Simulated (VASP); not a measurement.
Input of a VASP 6.6.1 run:

Contents of INCAR:

```
PREC = Accurate ; ENCUT = 520
EDIFF = 1E-7 ; ISMEAR = 0
SIGMA = 0.05 ; LREAL = F
LASPH = T ; NELM = 100
ALGO = Normal ; ISIF = 2
LWAVE = F ; LCHARG = F
GGA = PE ; NBANDS = 16
```

The input KPOINTS:

```
regular mesh
0
Gamma
  8 8 8
```

POSCAR

```
GaP
1.0
    0.0000000000      2.7797550000      2.7252500000
    2.7252500000      0.0000000000      2.7252500000
    2.7252500000      2.7797550000      0.0000000000
Ga P
1 1
Direct
    0.0000000000      0.0000000000      0.0000000000
    0.7500000000      0.7500000000      0.7500000000
```

Potentials or basis: VASP PAW PBE potentials, release 64 (Ga_d, P).

Launch:

```console
$ cat potpaw_PBE.64/Ga_d/POTCAR potpaw_PBE.64/P/POTCAR > POTCAR
$ mpirun -np 1 vasp_std > vasp.out
```

Question: Estimate the pressure.

Answer: 0.8 GPa.

Question: Estimate the band gap on the k mesh.

Answer: 1.57 eV, indirect (least direct gap 1.62 eV).

Stress tensor (GPa, compression positive):
```
 1.32  0.00  0.00
 0.00 -0.18  0.00
 0.00  0.00  1.32
```

Caveat: the cell differs from its parent crystal (strain +0.0200 x Voigt [0, 1, 0, 0, 0, 0]). A k mesh can miss the band edges.
